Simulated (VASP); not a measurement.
**Sn: single point with PBEsol**

Sn:

```
Sn
1.0
     3.15262    0.00000    0.00000
    -1.57631    4.12793    0.00000
     1.57631    0.00000    4.12793
Sn
2
Cartesian
  0.0000 0.0000 0.0000
  2.3645 2.0640 2.0640
```

```
Program             : VASP 6.6.1
Task                : single point
Functional          : PBEsol
Potentials or basis : VASP PAW PBE potentials, release 64 (Sn_d)
Cutoff              : 520 eV
k mesh              : 12 × 9 × 9
Occupations         : gaussian, width 0.1 eV
Spin                : no spin polarisation
```

- Pressure: -0.1 GPa
- Largest force: 0.015 eV/Å
- Band gap on the k mesh: zero (band 14 reaches 9.37 eV, above the bottom of band 15 at 5.10 eV)

Forces in eV/Å, atoms in the order of the input:
```
Sn  -0.003 -0.010  0.010
Sn   0.003  0.010 -0.010
```

Stress tensor (GPa, compression positive):
```
 0.03  0.10 -0.10
 0.10 -0.15  0.15
-0.10  0.15 -0.15
```

Levels at points of the mesh, in eV from the Fermi level:
```csv
k point,band 11,band 12,band 13,band 14,band 15,band 16,band 17,band 18
"(0.00, 0.00, 0.00)",-11.20,-3.69,-2.02,-2.01,2.93,6.22,6.22,7.06
"(0.50, 0.00, 0.00)",-6.88,-5.39,-2.31,-1.74,-1.10,2.26,2.88,4.73
```

Wall time 3.2 min on 1 thread of Intel(R) Xeon(R) 6975P-C (Granite Rapids), on a shared host, peak memory 0.5 GiB.

Caveat: the PAW data sets were made with another functional, which shifts forces and pressure a little; spin-orbit coupling is left out, which moves the levels of the heavy elements.
